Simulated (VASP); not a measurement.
Wanted: the native input for a VASP 6.6.1 run.

| Property | Result |
| --- | --- |
| Task | single point |
| Functional | PBEsol |
| Potentials or basis | VASP PAW PBE potentials, release 64 (Ga_d, P) |
| Cutoff | 500 eV |
| k mesh | 8 × 8 × 8 |
| Occupations | gaussian, width 0.01 eV |
| Spin | no spin polarisation |
| Dipole correction | no |
| Further INCAR settings | ALGO = Normal; EDIFF = 1e-06; NBANDS = 16 |

The structure of GaP (e600) lies in POSCAR:

```
GaP
1.0
    0.0000000000      2.7191751666      2.7191751666
    2.7191751666      0.0000000000      2.7191751666
    2.7191751666      2.7191751666      0.0000000000
Ga P
1 1
Direct
    0.0000000000      0.0000000000      0.0000000000
    0.2500000000      0.2500000000      0.2500000000
```

These files were run (other wordings do the same):

INCAR

```
  ALGO = Normal
  EDIFF = 1E-6
  ENCUT = 500
  GGA = PS
  GGA_COMPAT = F
  ISIF = 2
  ISMEAR = 0
  LASPH = T
  LCHARG = F
  LREAL = F
  LWAVE = F
  NBANDS = 16
  NELM = 120
  PREC = Accurate
  SIGMA = 0.01
```

KPOINTS

```
k-points
0
Gamma
  8 8 8
```

Potentials or basis: VASP PAW PBE potentials, release 64 (Ga_d, P).

Command:

```bash
$ cat potpaw_PBE.64/Ga_d/POTCAR potpaw_PBE.64/P/POTCAR > POTCAR
$ mpirun -np 1 vasp_std > vasp.out
```

Results of the run:

| Item | Value |
| --- | --- |
| Pressure | -0.1 GPa |
| Band gap on the k mesh | 1.50 eV, indirect (least direct gap 1.81 eV) |

Caveat: the PAW data sets were made with another functional, which shifts forces and pressure a little.

Run time: 29 s on 1 thread of AMD EPYC 7R43 64-Core Processor (Zen 3), with other jobs on the host, peak memory 0.12 GiB.
